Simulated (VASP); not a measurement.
# MoW3 (P4/mmm) in VASP: further runs

The runs below take MoW3 through single point, relaxation of cell and atoms, with PBE.

Everything below comes from runs of VASP 6.6.1. Logs are shortened: lines on timing, memory, paths and dates and some standing lists are left out, and cuts for length are marked.

## 1. The cell of the first run

Symmetry: P4/mmm, No. 123, tetragonal system. Conventional cell: a = 4.488 Å, b = 4.488 Å, c = 3.188 Å, α = 90.00°, β = 90.00°, γ = 90.00°. Within 3.6 Å of Mo (site symmetry 4/mmm) lie 12 W at 2.75 to 3.17 Å and 2 Mo at 3.19 Å. Within 3.6 Å of W (site symmetry mmm) lie 4 Mo at 2.75 Å and 10 W at 2.75 to 3.19 Å. Within 3.6 Å of W (site symmetry 4/mmm) lie 10 W at 2.75 to 3.19 Å and 4 Mo at 3.17 Å.

## 2. Single point, PBE

INCAR reads:

```
  PREC = Accurate
  ENCUT = 520
  EDIFF = 1E-6
  ISMEAR = 0
  SIGMA = 0.1
  LREAL = F
  LASPH = T
  NELM = 80
  ALGO = Normal
  ISIF = 2
  LWAVE = F
  LCHARG = T
  GGA = PE
  LELF = T
  LVHAR = T
  NBANDS = 36
```

KPOINTS reads:

```
regular mesh
0
Gamma
  4 4 6
```

POSCAR reads:

```
MoW3
1.0
    4.4883796191      0.0000000000      0.0000000000
    0.0000000000      4.4883796191      0.0000000000
    0.0000000000      0.0000000000      3.1878031258
Mo W
1 3
Direct
    0.0000000000      0.0000000000      0.5000000000
    0.0000000000      0.5000000000      0.0000000000
    0.5000000000      0.5000000000      0.5000000000
    0.5000000000      0.0000000000      0.0000000000
```

Potentials or basis: VASP PAW PBE potentials, release 64 (Mo_sv, W_sv).

Launch:

```bash
$ cat potpaw_PBE.64/Mo_sv/POTCAR potpaw_PBE.64/W_sv/POTCAR > POTCAR
$ mpirun -np 1 vasp_std > vasp.out
```

OUTCAR:

```text
PREC = Accurate
   ENCUT = 520
   EDIFF = 1E-6
   ISMEAR = 0
   LREAL = F
   LASPH = T
   NELM = 80
   ISIF = 2
   GGA = PE

 ion  position               nearest neighbor table
   1  0.000  0.000  0.500-   2 2.75   4 2.75   2 2.75   4 2.75   2 2.75   2 2.75   4 2.75   4 2.75
                             3 3.17   3 3.17   3 3.17   3 3.17
   2  0.000  0.500  0.000-   1 2.75   3 2.75   1 2.75   3 2.75   1 2.75   1 2.75   3 2.75   3 2.75
                             4 3.17   4 3.17   4 3.17   4 3.17
   3  0.500  0.500  0.500-   2 2.75   4 2.75   2 2.75   4 2.75   4 2.75   4 2.75   2 2.75   2 2.75
                             1 3.17   1 3.17   1 3.17   1 3.17
   4  0.500  0.000  0.000-   1 2.75   3 2.75   1 2.75   3 2.75   3 2.75   3 2.75   1 2.75   1 2.75
                             2 3.17   2 3.17   2 3.17   2 3.17

  LATTYP: Found a simple tetragonal cell.
 ALAT       =     4.4883796191
 C/A-ratio  =     0.7102347387

  Lattice vectors:

 A1 = (   4.4883796191,   0.0000000000,   0.0000000000)
 A2 = (   0.0000000000,   4.4883796191,   0.0000000000)
 A3 = (   0.0000000000,   0.0000000000,   3.1878031258)

Analysis of symmetry for initial positions (statically):
=====================================================================
 Subroutine PRICEL returns:
 Original cell was already a primitive cell.

 Routine SETGRP: Setting up the symmetry group for a
 simple tetragonal supercell.

 Subroutine GETGRP returns: Found 16 space group operations
 (whereof 16 operations were pure point group operations)
 out of a pool of 16 trial point group operations.

The static configuration has the point symmetry D_4h.

Analysis of symmetry for dynamics (positions and initial velocities):
=====================================================================
 Subroutine PRICEL returns:
 Original cell was already a primitive cell.

 Routine SETGRP: Setting up the symmetry group for a
 simple tetragonal supercell.

 Subroutine GETGRP returns: Found 16 space group operations
 (whereof 16 operations were pure point group operations)
 out of a pool of 16 trial point group operations.

The dynamic configuration has the point symmetry D_4h.

 Subroutine INISYM returns: Found 16 space group operations
 (whereof 16 operations are pure point group operations),
 and found     1 'primitive' translations

----------------------------------------------------------------------------------------

                                     Primitive cell

  volume of cell :      64.2201

  direct lattice vectors                    reciprocal lattice vectors
     4.488379619  0.000000000  0.000000000     0.222797554  0.000000000  0.000000000
     0.000000000  4.488379619  0.000000000     0.000000000  0.222797554  0.000000000
     0.000000000  0.000000000  3.187803126     0.000000000  0.000000000  0.313695658

  length of vectors
     4.488379619  4.488379619  3.187803126     0.222797554  0.222797554  0.313695658

  position of ions in fractional coordinates (direct lattice)
     0.000000000  0.000000000  0.500000000
     0.000000000  0.500000000  0.000000000
     0.500000000  0.500000000  0.500000000
     0.500000000  0.000000000  0.000000000

  ion indices of the primitive-cell ions
   primitive index   ion index
                 1           1
                 2           2
                 3           3
                 4           4

----------------------------------------------------------------------------------------

 KPOINTS: regular mesh

Automatic generation of k-mesh.
 Grid dimensions read from file:
 generate k-points for:    4    4    6

 Generating k-lattice:

  Cartesian coordinates                     Fractional coordinates (reciprocal lattice)
     0.055699388  0.000000000  0.000000000     0.250000000  0.000000000  0.000000000
     0.000000000  0.055699388  0.000000000     0.000000000  0.250000000  0.000000000
     0.000000000  0.000000000  0.052282610     0.000000000  0.000000000  0.166666667

  Length of vectors
     0.055699388  0.055699388  0.052282610

  Shift w.r.t. Gamma in fractional coordinates (k-lattice)
     0.000000000  0.000000000  0.000000000

 Subroutine IBZKPT returns following result:
 ===========================================

 Found     24 irreducible k-points:

 Following reciprocal coordinates:
            Coordinates               Weight
  0.000000  0.000000  0.000000      1.000000
  0.250000  0.000000  0.000000      4.000000
  0.500000  0.000000  0.000000      2.000000
  0.250000  0.250000  0.000000      4.000000
  0.500000  0.250000  0.000000      4.000000
  0.500000  0.500000  0.000000      1.000000
[... 16 lines left out ...]
  0.500000  0.250000  0.500000      4.000000
  0.500000  0.500000  0.500000      1.000000
   k-points           NKPTS =     24   k-points in BZ     NKDIM =     24   number of bands    NBANDS=     36
   number of dos      NEDOS =    301   number of ions     NIONS =      4
   total plane-waves  NPLWV =  31104
   dimension x,y,z NGX =    36 NGY =   36 NGZ =   24
   dimension x,y,z NGXF=    72 NGYF=   72 NGZF=   48
   ions per type =               1   3
   NGX,Y,Z   is equivalent  to a cutoff of  13.33, 13.33, 12.52 a.u.
   NGXF,Y,Z  is equivalent  to a cutoff of  26.67, 26.67, 25.03 a.u.
 SYSTEM =  unknown system
   PREC   = accura    normal or accurate (medium, high low for compatibility)
   ISTART =      0    job   : 0-new  1-cont  2-samecut
   ICHARG =      2    charge: 1-file 2-atom 10-const
   ISPIN  =      1    spin polarized calculation?
   LNONCOLLINEAR =      F non collinear calculations
   LSORBIT =      F    spin-orbit coupling
   LASPH  =      T    aspherical Exc in radial PAW
   ENCUT  =  520.0 eV  38.22 Ry    6.18 a.u.   8.35  8.35  5.93*2*pi/ulx,y,z
   NELM   =     80;   NELMIN=  2; NELMDL= -5     # of ELM steps
   EDIFF  = 0.1E-05   stopping-criterion for ELM
   LREAL  =      F    real-space projection
   EDIFFG = 0.1E-04   stopping-criterion for IOM
   NSW    =      0    number of steps for IOM
   IBRION =     -1    ionic relax: 0-MD 1-quasi-New 2-CG
   NFREE  =      0    steps in history (QN), initial steepest desc. (CG)
   ISIF   =      2    stress and relaxation
   ISYM   =      2    0-nonsym 1-usesym 2-fastsym
   POTIM  = 0.5000    time-step for ionic-motion
   TEBEG  =    0.0;   TEEND  =   0.0 temperature during run
   PSTRESS=    0.0 pullay stress
   NELECT =      56.0000    total number of electrons
   NUPDOWN=      -1.0000    fix difference up-down
   EMIN   =  10.00;   EMAX   =-10.00  energy-range for DOS
   EFERMI =   0.00;   METHOD = LEGACY
   ISMEAR =     0;   SIGMA  =   0.10  broadening in eV -4-tet -1-fermi 0-gaus
   EFERMI_NEDOS =   21; number of points for ismear=-14 and -15
   IALGO  =     38    algorithm
   IMIX   =      4    mixing-type and parameters
     AMIX     =   0.40;   BMIX     =  1.00
     AMIX_MAG =   1.60;   BMIX_MAG =  1.00
  volume/ion in A,a.u.               =      16.06       108.34
  Fermi-wavevector in a.u.,A,eV,Ry     =   1.564038  2.955603 33.282772  2.446215
  Thomas-Fermi vector in A             =   2.666721
   LORBIT       =      0    0 simple, 1 ext, 2 COOP (PROOUT), +10 PAW based schemes
   GGA     = PE    functional components
   LHFCALC =     F    Hartree Fock is set to
   AEXX    =    0.0000 exact exchange contribution
   IVDW    =     0    specifies the selected vdW correction
   LEPSILON=     F    determine dielectric tensor
   LRPA    =     F    only Hartree local field effects (RPA)
 non-spin polarized calculation
 Gauss-broadening in eV      SIGMA  =   0.10
  energy-cutoff  :      520.00
  volume of cell :       64.22
 maximum number of plane-waves:      1764
 NGX is ok and might be reduce to    36
   NGX = 17   NGY = 17   NGZ = 11

 number of electron      55.9999996 magnetization

 Free energy of the ion-electron system (eV)
  ---------------------------------------------------
  ext. energy  EPLUGINS =         0.00000000
  ---------------------------------------------------
  free energy    TOTEN  =       -49.82304476 eV

  energy without entropy =      -49.80662077  energy(sigma->0) =      -49.81483276

 E-fermi :  11.5896     XC(G=0): -13.4890

 val. band max:       11.4381814489   @ k =   0.5000   0.2500   0.0000
 cond. band min:      11.5943551417   @ k =   0.2500   0.2500   0.3333
 fundamental gap:      0.1561736928
 Fermi energy:        11.5896417967

 k-point     1 :       0.0000    0.0000    0.0000
  band No.  band energies     occupation
      1     -62.7021      2.00000
      2     -62.6482      2.00000
      3     -62.4993      2.00000
      4     -49.5487      2.00000
      5     -27.3929      2.00000
      6     -27.3929      2.00000
[... 28 lines left out ...]
     35      16.1188      0.00000
     36      16.1366      0.00000

 k-point     2 :       0.2500    0.0000    0.0000
  band No.  band energies     occupation
      1     -62.6920      2.00000
      2     -62.6509      2.00000
      3     -62.5068      2.00000
      4     -49.5493      2.00000
      5     -27.3683      2.00000
      6     -27.2454      2.00000
[... 28 lines left out ...]
     35      14.1820      0.00000
     36      15.5463      0.00000

 k-point     3 :       0.5000    0.0000    0.0000
  band No.  band energies     occupation
      1     -62.6782      2.00000
      2     -62.6569      2.00000
      3     -62.5148      2.00000
      4     -49.5500      2.00000
      5     -27.3405      2.00000
      6     -26.9593      2.00000
[... 28 lines left out ...]
     35      13.5055      0.00000
     36      13.9319      0.00000

 k-point     4 :       0.2500    0.2500    0.0000
  band No.  band energies     occupation
      1     -62.6820      2.00000
      2     -62.6524      2.00000
      3     -62.5153      2.00000
      4     -49.5499      2.00000
      5     -27.2552      2.00000
      6     -27.1938      2.00000
[... 28 lines left out ...]
     35      14.9038      0.00000
     36      15.0434      0.00000

 k-point     5 :       0.5000    0.2500    0.0000
  band No.  band energies     occupation
      1     -62.6683      2.00000
      2     -62.6568      2.00000
      3     -62.5248      2.00000
      4     -49.5506      2.00000
      5     -27.2097      2.00000
      6     -26.9920      2.00000
[... 655 lines left out ...]
 k-point    22 :       0.2500    0.2500    0.5000
  band No.  band energies     occupation
      1     -62.6530      2.00000
      2     -62.6444      2.00000
      3     -62.5284      2.00000
      4     -49.5324      2.00000
      5     -27.3354      2.00000
      6     -27.2074      2.00000
[... 28 lines left out ...]
     35      15.0816      0.00000
     36      15.1728      0.00000

 k-point    23 :       0.5000    0.2500    0.5000
  band No.  band energies     occupation
      1     -62.6487      2.00000
      2     -62.6486      2.00000
      3     -62.5283      2.00000
      4     -49.5323      2.00000
      5     -27.4349      2.00000
      6     -27.3223      2.00000
[... 28 lines left out ...]
     35      14.7254      0.00000
     36      14.7296      0.00000

 k-point    24 :       0.5000    0.5000    0.5000
  band No.  band energies     occupation
      1     -62.6487      2.00000
      2     -62.6487      2.00000
      3     -62.5284      2.00000
      4     -49.5322      2.00000
      5     -27.5308      2.00000
      6     -27.3425      2.00000
[... 28 lines left out ...]
     35      14.5440      0.00000
     36      14.5440      0.00000

------------------------ aborting loop because EDIFF is reached ----------------------------------------

  FORCE on cell =-STRESS in cart. coord.  units (eV):
  Direction    XX          YY          ZZ          XY          YZ          ZX
  --------------------------------------------------------------------------------------
  -------------------------------------------------------------------------------------
  Total        0.1830040      0.1830040      0.2281511      0.0000000      0.0000000      0.0000000
  in kB        4.5656282      4.5656282      5.6919691      0.0000000      0.0000000      0.0000000
  external PRESSURE =       4.9410752 kB  Pullay stress =       0.0000000 kB

 VOLUME and BASIS-vectors are now :
 -----------------------------------------------------------------------------
  energy-cutoff  :      520.00
  volume of cell :       64.22
      direct lattice vectors                 reciprocal lattice vectors
     4.488379619  0.000000000  0.000000000     0.222797554  0.000000000  0.000000000
     0.000000000  4.488379619  0.000000000     0.000000000  0.222797554  0.000000000
     0.000000000  0.000000000  3.187803126     0.000000000  0.000000000  0.313695658

 POSITION                                       TOTAL-FORCE (eV/Angst)
 -----------------------------------------------------------------------------------
      0.00000      0.00000      1.59390         0.000000      0.000000      0.000000
      0.00000      2.24419      0.00000         0.000000      0.000000      0.000000
      2.24419      2.24419      1.59390         0.000000      0.000000      0.000000
      2.24419      0.00000      0.00000         0.000000      0.000000      0.000000
 -----------------------------------------------------------------------------------
    total drift:                                0.000000      0.000000     -0.000000

  FREE ENERGIE OF THE ION-ELECTRON SYSTEM (eV)
  ---------------------------------------------------
  free  energy   TOTEN  =       -49.8230447588 eV

  energy  without entropy=      -49.8066207669  energy(sigma->0) =      -49.81483276
```

Run time: 50 s. Hardware: 1 thread of Intel Xeon 6975P-C (Granite Rapids), shared host; peak memory 0.2 GiB.

What came out:

```
Free energy            : -49.8230 eV
Pressure               : 0.5 GPa
Band gap on the k mesh : zero (bands 28 and 29 overlap by 1.49 eV)
```

Stress tensor (GPa, compression positive):
```
0.46 0.00 0.00
0.00 0.46 0.00
0.00 0.00 0.57
```

Levels at points of the mesh, in eV from the Fermi level:
```
           k point  band 25  band 26  band 27  band 28  band 29  band 30  band 31  band 32
(0.00, 0.00, 0.00)    -1.36    -1.31     0.77     0.77     1.72     1.81     1.97     2.19
(0.50, 0.00, 0.00)    -1.90    -1.81    -0.92    -0.74     0.08     0.11     1.11     1.25
(0.50, 0.50, 0.00)    -0.85    -0.77    -0.77    -0.65    -0.56    -0.56    -0.56    -0.55
(0.00, 0.00, 0.50)    -2.84    -2.79    -0.70    -0.70    -0.54    -0.54     0.99     1.26
(0.50, 0.00, 0.50)    -2.31    -2.21    -2.17    -2.07     1.33     1.44     1.73     1.78
(0.50, 0.50, 0.50)     0.55     0.75     0.75     0.93     1.55     1.84     1.89     1.89
```

Caveat: spin-orbit coupling is left out, which moves the levels of the heavy elements.

## 3. Single point, PBE

This run uses another cell than the first one, of 17.49 Å³/atom.

INCAR reads:

```
ALGO = Normal
EDIFF = 1E-6
ENCUT = 520
GGA = PE
ISIF = 2
ISMEAR = 0
LASPH = True
LCHARG = False
LREAL = False
LWAVE = False
NBANDS = 36
NELM = 80
PREC = Accurate
SIGMA = 0.1
```

KPOINTS reads:

```
k-points
0
Gamma
  4 4 6
```

POSCAR reads:

```
MoW3
1.0
    4.6254364800      0.0000000000      0.0000000000
    0.0000000000      4.6254364800      0.0000000000
    0.0000000000      0.0000000000      3.2706775000
Mo W
1 3
Direct
    0.0000000000      0.0000000000      0.5000000000
    0.0000000000      0.5000000000      0.0000000000
    0.5000000000      0.5000000000      0.5000000000
    0.5000000000      0.0000000000      0.0000000000
```

Potentials or basis: VASP PAW PBE potentials, release 64 (Mo_sv, W_sv).

Launch:

```bash
$ cat potpaw_PBE.64/Mo_sv/POTCAR potpaw_PBE.64/W_sv/POTCAR > POTCAR
$ mpirun -np 1 vasp_std > vasp.out
```

OUTCAR:

```text
EDIFF = 1E-6
   ENCUT = 520
   GGA = PE
   ISIF = 2
   ISMEAR = 0
   LASPH = True
   LREAL = False
   NELM = 80
   PREC = Accurate

 ion  position               nearest neighbor table
   1  0.000  0.000  0.500-   2 2.83   4 2.83   2 2.83   4 2.83   2 2.83   2 2.83   4 2.83   4 2.83
                             3 3.27   3 3.27   3 3.27   3 3.27
   2  0.000  0.500  0.000-   1 2.83   3 2.83   1 2.83   3 2.83   1 2.83   1 2.83   3 2.83   3 2.83
                             4 3.27   4 3.27   4 3.27   4 3.27
[... 1140 lines left out ...]
  --------------------------------------------------------------------------------------
  -------------------------------------------------------------------------------------
  Total       -9.3274499     -9.3274499     -8.6569971      0.0000000      0.0000000      0.0000000
  in kB     -213.5651278   -213.5651278   -198.2141665      0.0000000      0.0000000      0.0000000
  external PRESSURE =    -208.4481407 kB  Pullay stress =       0.0000000 kB

 VOLUME and BASIS-vectors are now :
 -----------------------------------------------------------------------------
  energy-cutoff  :      520.00
  volume of cell :       69.98
      direct lattice vectors                 reciprocal lattice vectors
     4.625436480  0.000000000  0.000000000     0.216195813  0.000000000  0.000000000
     0.000000000  4.625436480  0.000000000     0.000000000  0.216195813  0.000000000
     0.000000000  0.000000000  3.270677500     0.000000000  0.000000000  0.305747051

 POSITION                                       TOTAL-FORCE (eV/Angst)
 -----------------------------------------------------------------------------------
      0.00000      0.00000      1.63534         0.000000      0.000000      0.000000
      0.00000      2.31272      0.00000         0.000000      0.000000      0.000000
      2.31272      2.31272      1.63534         0.000000      0.000000      0.000000
      2.31272      0.00000      0.00000         0.000000      0.000000      0.000000
 -----------------------------------------------------------------------------------
    total drift:                                0.000000      0.000000     -0.000000

  FREE ENERGIE OF THE ION-ELECTRON SYSTEM (eV)
  ---------------------------------------------------
  free  energy   TOTEN  =       -49.4296307442 eV

  energy  without entropy=      -49.4116614303  energy(sigma->0) =      -49.42064609
```

stdout:

```text
POSCAR found type information on POSCAR MoW
 POSCAR found :  2 types and       4 ions
 scaLAPACK will be used
 LDA part: xc-table for (Slater+PW92), standard interpolation
 POSCAR, INCAR and KPOINTS ok, starting setup
 FFT: planning ... GRIDC
 FFT: planning ... GRID_SOFT
 FFT: planning ... GRID
 WAVECAR not read
 entering main loop
```

Wall time 47 s (1 thread of Intel Xeon 6975P-C (Granite Rapids), shared host); peak memory 0.2 GiB.

What came out:

```
Free energy            : -49.4296 eV
Pressure               : -20.8 GPa
Band gap on the k mesh : zero (bands 28 and 29 overlap by 1.22 eV)
```

Stress tensor (GPa, compression positive):
```
-21.36   0.00   0.00
  0.00 -21.36   0.00
  0.00   0.00 -19.82
```

Caveat: the cell stands under tension; spin-orbit coupling is left out, which moves the levels of the heavy elements.

(Continued in part 2 of 2.)
